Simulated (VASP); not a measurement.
# NbAs (I4_1md) in VASP: further runs

Runs on NbAs. Level: PBEsol. Tasks: single point.

Program: VASP 6.6.1. These are calculated values, not measurements. Logs are shortened: lines on timing, memory, paths and dates and some standing lists are left out, and cuts for length are marked.

## Step 1: The cell of the first run

It takes space group I4_1md (No. 109, tetragonal). Conventional cell: a = 3.457 Å, b = 3.457 Å, c = 11.361 Å, α = 90.00°, β = 90.00°, γ = 90.00°. Within 3.5 Å of Nb (site symmetry 2mm) lie 6 As at 2.58 to 2.61 Å and 8 Nb at 3.32 to 3.46 Å. Within 3.5 Å of As (site symmetry 2mm) lie 6 Nb at 2.58 to 2.61 Å and 8 As at 3.32 to 3.46 Å.

## Step 2: Single point, PBEsol (uniaxial strain along c: -2.0 %)

INCAR

```
ALGO     = Normal         # electronic algorithm
EDIFF    = 1E-7           # SCF threshold, eV
ENCUT    = 520            # plane-wave cutoff, eV
GGA      = PS             # functional
ISIF     = 2              # what is computed and relaxed
ISMEAR   = 0              # smearing method
LASPH    = True           # aspherical terms in the spheres
LCHARG   = True           # write CHGCAR
LELF     = True           # ELF
LREAL    = False          # projectors in reciprocal space
LVHAR    = True         
LWAVE    = False          # write WAVECAR
NBANDS   = 46             # bands
NELM     = 60             # most SCF steps
PREC     = Accurate       # precision mode
SIGMA    = 0.1            # smearing width, eV
```

KPOINTS

```
k-points
0
Gamma
  10 10 4
```

POSCAR

```
NbAs
1.0
    3.4565029584      0.0000000000      0.0000000000
    0.0000000000      3.4565029584      0.0000000000
    0.0000000000      0.0000000000     11.3612200239
Nb As
4 4
Direct
    0.5000000000      0.5000000000      0.9987437889
    0.5000000000      0.0000000000      0.2487437889
    0.0000000000      0.0000000000      0.4987437889
    0.0000000000      0.5000000000      0.7487437889
    0.0000000000      0.0000000000      0.9172562111
    0.0000000000      0.5000000000      0.1672562111
    0.5000000000      0.5000000000      0.4172562111
    0.5000000000      0.0000000000      0.6672562111
```

Potentials or basis: VASP PAW PBE potentials, release 64 (Nb_sv, As).

The run is started by

```
$ cat potpaw_PBE.64/Nb_sv/POTCAR potpaw_PBE.64/As/POTCAR > POTCAR
$ mpirun -np 1 vasp_std > vasp.out
```

OUTCAR:

```text
EDIFF = 1E-7
   ENCUT = 520
   GGA = PS
   ISIF = 2
   ISMEAR = 0
   LASPH = True
   LREAL = False
   NELM = 60
   PREC = Accurate

 ion  position               nearest neighbor table
   1  0.500  0.500  0.999-   6 2.58   6 2.58   5 2.61   5 2.61   5 2.61   5 2.61
   2  0.500  0.000  0.249-   7 2.58   7 2.58   6 2.61   6 2.61   6 2.61   6 2.61
   3  0.000  0.000  0.499-   8 2.58   8 2.58   7 2.61   7 2.61   7 2.61   7 2.61
   4  0.000  0.500  0.749-   5 2.58   5 2.58   8 2.61   8 2.61   8 2.61   8 2.61
   5  0.000  0.000  0.917-   4 2.58   4 2.58   1 2.61   1 2.61   1 2.61   1 2.61
   6  0.000  0.500  0.167-   1 2.58   1 2.58   2 2.61   2 2.61   2 2.61   2 2.61
   7  0.500  0.500  0.417-   2 2.58   2 2.58   3 2.61   3 2.61   3 2.61   3 2.61
   8  0.500  0.000  0.667-   3 2.58   3 2.58   4 2.61   4 2.61   4 2.61   4 2.61

  LATTYP: Found a simple tetragonal cell.
 ALAT       =     3.4565029584
 C/A-ratio  =     3.2869117026

  Lattice vectors:

 A1 = (   3.4565029584,   0.0000000000,   0.0000000000)
 A2 = (   0.0000000000,   3.4565029584,   0.0000000000)
 A3 = (   0.0000000000,   0.0000000000,  11.3612200239)

Analysis of symmetry for initial positions (statically):
=====================================================================
 Subroutine PRICEL returns following result:

  LATTYP: Found a body centered tetragonal cell.
 ALAT       =     3.4565029584
 C/A-ratio  =     3.2869117026

  Lattice vectors:

 A1 = (  -1.7282514792,   1.7282514792,   5.6806100119)
 A2 = (   1.7282514792,  -1.7282514792,   5.6806100119)
 A3 = (   1.7282514792,   1.7282514792,  -5.6806100119)

   2 primitive cells build up your supercell.

 Routine SETGRP: Setting up the symmetry group for a
 simple tetragonal supercell.

 Subroutine GETGRP returns: Found  8 space group operations
 (whereof  4 operations were pure point group operations)
 out of a pool of 16 trial point group operations.

The static configuration has the point symmetry C_2v.
 The point group associated with its full space group is C_4v.

Analysis of symmetry for dynamics (positions and initial velocities):
=====================================================================
 Subroutine PRICEL returns following result:

  LATTYP: Found a body centered tetragonal cell.
 ALAT       =     3.4565029584
 C/A-ratio  =     3.2869117026

  Lattice vectors:

 A1 = (  -1.7282514792,   1.7282514792,   5.6806100119)
 A2 = (   1.7282514792,  -1.7282514792,   5.6806100119)
 A3 = (   1.7282514792,   1.7282514792,  -5.6806100119)

   2 primitive cells build up your supercell.

 Routine SETGRP: Setting up the symmetry group for a
 simple tetragonal supercell.

 Subroutine GETGRP returns: Found  8 space group operations
 (whereof  4 operations were pure point group operations)
 out of a pool of 16 trial point group operations.

The dynamic configuration has the point symmetry C_2v.
 The point group associated with its full space group is C_4v.

 Subroutine INISYM returns: Found  8 space group operations
 (whereof  4 operations are pure point group operations),
 and found     2 'primitive' translations

----------------------------------------------------------------------------------------

                                     Primitive cell

  volume of cell :      67.8686

  direct lattice vectors                    reciprocal lattice vectors
    -1.728251479  1.728251479  5.680610012     0.000000000  0.289309748  0.088018716
     1.728251479 -1.728251479  5.680610012     0.289309748  0.000000000  0.088018716
     1.728251479  1.728251479 -5.680610012     0.289309748  0.289309748 -0.000000000

  length of vectors
     6.184095444  6.184095444  6.184095444     0.302402752  0.302402752  0.409145769

  position of ions in fractional coordinates (direct lattice)
     0.498743789  0.498743789  1.000000000
     0.248743789  0.748743789  0.500000000
     0.917256211  0.917256211  1.000000000
     0.667256211  0.167256211  0.500000000

  ion indices of the primitive-cell ions
   primitive index   ion index
                 1           1
                 2           2
                 3           7
                 4           6

----------------------------------------------------------------------------------------

 KPOINTS: k-points

Automatic generation of k-mesh.
 Grid dimensions read from file:
 generate k-points for:   10   10    4

 Generating k-lattice:

  Cartesian coordinates                     Fractional coordinates (reciprocal lattice)
     0.028930975  0.000000000  0.000000000     0.100000000  0.000000000  0.000000000
     0.000000000  0.028930975  0.000000000     0.000000000  0.100000000  0.000000000
     0.000000000  0.000000000  0.022004679     0.000000000  0.000000000  0.250000000

  Length of vectors
     0.028930975  0.028930975  0.022004679

  Shift w.r.t. Gamma in fractional coordinates (k-lattice)
     0.000000000  0.000000000  0.000000000

 Subroutine IBZKPT returns following result:
 ===========================================

 Found     63 irreducible k-points:

 Following reciprocal coordinates:
            Coordinates               Weight
  0.000000  0.000000  0.000000      1.000000
  0.100000  0.000000  0.000000      4.000000
  0.200000  0.000000  0.000000      4.000000
  0.300000  0.000000  0.000000      4.000000
  0.400000  0.000000  0.000000      4.000000
  0.500000  0.000000  0.000000      2.000000
[... 16 lines left out ...]
  0.100000  0.000000  0.250000      8.000000
  0.200000  0.000000  0.250000      8.000000
 [... further k-points ...]
   k-points           NKPTS =     63   k-points in BZ     NKDIM =     63   number of bands    NBANDS=     46
   number of dos      NEDOS =    301   number of ions     NIONS =      8
   total plane-waves  NPLWV =  65856
   dimension x,y,z NGX =    28 NGY =   28 NGZ =   84
   dimension x,y,z NGXF=    56 NGYF=   56 NGZF=  168
   ions per type =               4   4
   NGX,Y,Z   is equivalent  to a cutoff of  13.47, 13.47, 12.29 a.u.
   NGXF,Y,Z  is equivalent  to a cutoff of  26.93, 26.93, 24.58 a.u.
 SYSTEM =  unknown system
   PREC   = accura    normal or accurate (medium, high low for compatibility)
   ISTART =      0    job   : 0-new  1-cont  2-samecut
   ICHARG =      2    charge: 1-file 2-atom 10-const
   ISPIN  =      1    spin polarized calculation?
   LNONCOLLINEAR =      F non collinear calculations
   LSORBIT =      F    spin-orbit coupling
   LASPH  =      T    aspherical Exc in radial PAW
   ENCUT  =  520.0 eV  38.22 Ry    6.18 a.u.   6.43  6.43 21.12*2*pi/ulx,y,z
   NELM   =     60;   NELMIN=  2; NELMDL= -5     # of ELM steps
   EDIFF  = 0.1E-06   stopping-criterion for ELM
   LREAL  =      F    real-space projection
   EDIFFG = 0.1E-05   stopping-criterion for IOM
   NSW    =      0    number of steps for IOM
   IBRION =     -1    ionic relax: 0-MD 1-quasi-New 2-CG
   NFREE  =      0    steps in history (QN), initial steepest desc. (CG)
   ISIF   =      2    stress and relaxation
   ISYM   =      2    0-nonsym 1-usesym 2-fastsym
   POTIM  = 0.5000    time-step for ionic-motion
   TEBEG  =    0.0;   TEEND  =   0.0 temperature during run
   PSTRESS=    0.0 pullay stress
   NELECT =      72.0000    total number of electrons
   NUPDOWN=      -1.0000    fix difference up-down
   EMIN   =  10.00;   EMAX   =-10.00  energy-range for DOS
   EFERMI =   0.00;   METHOD = LEGACY
   ISMEAR =     0;   SIGMA  =   0.10  broadening in eV -4-tet -1-fermi 0-gaus
   EFERMI_NEDOS =   21; number of points for ismear=-14 and -15
   IALGO  =     38    algorithm
   IMIX   =      4    mixing-type and parameters
     AMIX     =   0.40;   BMIX     =  1.00
     AMIX_MAG =   1.60;   BMIX_MAG =  1.00
  volume/ion in A,a.u.               =      16.97       114.50
  Fermi-wavevector in a.u.,A,eV,Ry     =   1.325214  2.504292 23.894449  1.756192
  Thomas-Fermi vector in A             =   2.454692
   LORBIT       =      0    0 simple, 1 ext, 2 COOP (PROOUT), +10 PAW based schemes
   GGA     = PS    functional components
   LHFCALC =     F    Hartree Fock is set to
   AEXX    =    0.0000 exact exchange contribution
   IVDW    =     0    specifies the selected vdW correction
   LEPSILON=     F    determine dielectric tensor
   LRPA    =     F    only Hartree local field effects (RPA)
 non-spin polarized calculation
 Gauss-broadening in eV      SIGMA  =   0.10
  energy-cutoff  :      520.00
  volume of cell :      135.74
 maximum number of plane-waves:      3694
 NGX is ok and might be reduce to    28
   NGX = 13   NGY = 13   NGZ = 43

 number of electron      72.0000001 magnetization

 Free energy of the ion-electron system (eV)
  ---------------------------------------------------
  ext. energy  EPLUGINS =         0.00000000
  ---------------------------------------------------
  free energy    TOTEN  =       -70.20222375 eV

  energy without entropy =      -70.19424449  energy(sigma->0) =      -70.19823412

 E-fermi :   9.8375     XC(G=0): -12.0886

 val. band max:        9.8368074949   @ k =   0.5000   0.0000   0.5000
 cond. band min:       9.9010315165   @ k =   0.4000   0.0000   0.0000
 fundamental gap:      0.0642240217
 Fermi energy:         9.8375497859

 k-point     1 :       0.0000    0.0000    0.0000
  band No.  band energies     occupation
      1     -45.1242      2.00000
      2     -45.1055      2.00000
      3     -45.1055      2.00000
      4     -45.0868      2.00000
      5     -21.3976      2.00000
      6     -21.2976      2.00000
[... 38 lines left out ...]
     45      12.8258      0.00000
     46      13.2630      0.00000

 k-point     2 :       0.1000    0.0000    0.0000
  band No.  band energies     occupation
      1     -45.1226      2.00000
      2     -45.1048      2.00000
      3     -45.1039      2.00000
      4     -45.0861      2.00000
      5     -21.3928      2.00000
      6     -21.3244      2.00000
[... 38 lines left out ...]
     45      13.1326      0.00000
     46      13.1777      0.00000

 k-point     3 :       0.2000    0.0000    0.0000
  band No.  band energies     occupation
      1     -45.1182      2.00000
      2     -45.1031      2.00000
      3     -45.0996      2.00000
      4     -45.0845      2.00000
      5     -21.3960      2.00000
      6     -21.3854      2.00000
[... 38 lines left out ...]
     45      12.7280      0.00000
     46      12.8345      0.00000

 k-point     4 :       0.3000    0.0000    0.0000
  band No.  band energies     occupation
      1     -45.1124      2.00000
      2     -45.1014      2.00000
      3     -45.0939      2.00000
      4     -45.0828      2.00000
      5     -21.4539      2.00000
      6     -21.4491      2.00000
[... 920 lines left out ...]
     45      12.6664      0.00000
     46      13.0702      0.00000

 k-point    23 :       0.1000    0.0000    0.2500
  band No.  band energies     occupation
      1     -45.1212      2.00000
      2     -45.1114      2.00000
      3     -45.0974      2.00000
      4     -45.0875      2.00000
      5     -21.3800      2.00000
      6     -21.3253      2.00000
[... 38 lines left out ...]
     45      12.9865      0.00000
     46      13.0304      0.00000

 k-point    24 :       0.2000    0.0000    0.2500
  band No.  band energies     occupation
      1     -45.1170      2.00000
      2     -45.1080      2.00000
      3     -45.0947      2.00000
      4     -45.0857      2.00000
      5     -21.3909      2.00000
      6     -21.3846      2.00000
[... 38 lines left out ...]
     45      12.9722      0.00000
     46      12.9960      0.00000

 [... further k-points ...]

------------------------ aborting loop because EDIFF is reached ----------------------------------------

  FORCE on cell =-STRESS in cart. coord.  units (eV):
  Direction    XX          YY          ZZ          XY          YZ          ZX
  --------------------------------------------------------------------------------------
  -------------------------------------------------------------------------------------
  Total        0.2500590      0.2500590      3.8009102      0.0000000      0.0000000      0.0000000
  in kB        2.9515776      2.9515776     44.8641403      0.0000000      0.0000000      0.0000000
  external PRESSURE =      16.9224318 kB  Pullay stress =       0.0000000 kB

 VOLUME and BASIS-vectors are now :
 -----------------------------------------------------------------------------
  energy-cutoff  :      520.00
  volume of cell :      135.74
      direct lattice vectors                 reciprocal lattice vectors
     3.456502958  0.000000000  0.000000000     0.289309748  0.000000000  0.000000000
     0.000000000  3.456502958  0.000000000     0.000000000  0.289309748  0.000000000
     0.000000000  0.000000000 11.361220024     0.000000000  0.000000000  0.088018716

 POSITION                                       TOTAL-FORCE (eV/Angst)
 -----------------------------------------------------------------------------------
      1.72825      1.72825     11.34695         0.000000      0.000000     -0.191130
      1.72825      0.00000      2.82603         0.000000      0.000000     -0.191130
      0.00000      0.00000      5.66634         0.000000      0.000000     -0.191130
      0.00000      1.72825      8.50664         0.000000      0.000000     -0.191130
      0.00000      0.00000     10.42115         0.000000      0.000000      0.191130
      0.00000      1.72825      1.90023         0.000000      0.000000      0.191130
      1.72825      1.72825      4.74054         0.000000     -0.000000      0.191130
      1.72825      0.00000      7.58084        -0.000000      0.000000      0.191130
 -----------------------------------------------------------------------------------
    total drift:                               -0.000000     -0.000000      0.000233

  FREE ENERGIE OF THE ION-ELECTRON SYSTEM (eV)
  ---------------------------------------------------
  free  energy   TOTEN  =       -70.2022237450 eV

  energy  without entropy=      -70.1942444880  energy(sigma->0) =      -70.19823412
```

Wall time 13 min (1 thread of Intel Xeon 8259CL, shared host); peak memory 0.44 GiB.

What came out:

```
Free energy            : -70.2022 eV
Pressure               : 1.7 GPa
Largest force          : 0.191 eV/Å
Band gap on the k mesh : zero (bands 36 and 37 overlap by 0.01 eV)
```

Forces in eV/Å, atoms in the order of the input:
```
Nb   0.000  0.000 -0.191
Nb   0.000  0.000 -0.191
Nb   0.000  0.000 -0.191
Nb   0.000  0.000 -0.191
As   0.000  0.000  0.191
As   0.000  0.000  0.191
As   0.000  0.000  0.191
As   0.000  0.000  0.191
```

Caveat: the cell differs from its parent crystal (uniaxial strain along c: -2.0 %); the PAW data sets were made with another functional, which shifts forces and pressure a little.

## Step 3: Single point, PBEsol

This run uses another cell than the first one, of 17.14 Å³/atom.

INCAR

```
SYSTEM = NbAs
  ALGO = Normal
  EDIFF = 1E-7
  ENCUT = 520
  GGA = PS
  ISIF = 2
  ISMEAR = 0
  LASPH = .True.
  LCHARG = .False.
  LREAL = .False.
  LWAVE = .False.
  NBANDS = 46
  NELM = 100
  PREC = Accurate
  SIGMA = 0.1
```

KPOINTS

```
k-points
0
Gamma
  10 10 4
  0 0 0
```

Edit POSCAR of step 2 so:

```diff
@@ -2,5 +2,5 @@
 1.0
-    3.4565029584      0.0000000000      0.0000000000
-    0.0000000000      3.4565029584      0.0000000000
-    0.0000000000      0.0000000000     11.3612200239
+    3.4393064263      0.0000000000      0.0000000000
+    0.0000000000      3.4393064263      0.0000000000
+    0.0000000000      0.0000000000     11.5930816571
 Nb As
```

Potentials or basis: VASP PAW PBE potentials, release 64 (Nb_sv, As).

The run is started by

```
$ cat potpaw_PBE.64/Nb_sv/POTCAR potpaw_PBE.64/As/POTCAR > POTCAR
$ mpirun -np 1 vasp_std > vasp.out
```

Wall time 14 min (1 thread of Intel Xeon 8259CL, shared host); peak memory 0.46 GiB.

Results (log left out):

| Property | Result |
| --- | --- |
| Free energy | -70.2396 eV |
| Pressure | 0.2 GPa |
| Band gap on the k mesh | zero (bands 36 and 37 overlap by 0.02 eV) |

Levels at points of the mesh, in eV from the Fermi level:
```csv
k point,band 32,band 33,band 34,band 35,band 36,band 37,band 38,band 39,band 40,band 41
"(0.00, 0.00, 0.00)",-1.72,-1.39,-1.39,-0.53,-0.53,0.70,0.98,0.98,1.30,2.00
"(0.50, 0.00, 0.00)",-1.89,-1.44,-1.44,-0.06,-0.06,0.05,0.05,1.38,1.38,2.15
"(0.50, 0.50, 0.00)",-2.81,-0.62,-0.62,-0.62,-0.62,2.47,2.47,2.47,2.47,2.75
"(0.00, 0.00, 0.50)",-2.03,-0.93,-0.93,-0.93,-0.93,0.78,0.78,1.20,1.20,2.48
"(0.50, 0.00, 0.50)",-1.81,-1.42,-1.42,-0.05,-0.05,0.05,0.05,1.22,1.22,2.17
"(0.50, 0.50, 0.50)",-2.83,-0.61,-0.61,-0.61,-0.61,2.48,2.48,2.48,2.48,2.71
```

Caveat: the PAW data sets were made with another functional, which shifts forces and pressure a little.

(Part 1 of 2 ends here.)

The gap in the log of VASP goes by the Fermi energy; the results here count the filled bands.